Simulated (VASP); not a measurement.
W:

```
W
1.0
    -1.58234    1.58234    1.58234
     1.58234   -1.58234    1.58234
     1.58234    1.58234   -1.58234
W
1
Direct
  0.00000 0.00000 0.00000
```

Base run:

```yaml
Program: VASP 6.6.1
Functional: PBE
Potentials_or_basis: VASP PAW PBE potentials, release 64 (W_sv)
Cutoff: 520 eV
k_mesh: 17 × 17 × 17
Occupations: fermi-dirac, width 0.03 eV
Spin: collinear spin, ferromagnetic start
Starting_moments: "[0.4] μB"
Fixed_moment: 0.4 μB
```

Its results: pressure 6.5 GPa; site moments W +0.30 μB.

Q: The run is repeated on the same cell with these changes: fixed moment from 0.4 μB to 0.9 μB; moments at the start from [0.4] to [0.9]. What comes out?

A: Pressure 12.0 GPa; site moments W +0.70 μB.

Caveats: the total moment is fixed, so each spin has its own Fermi level.
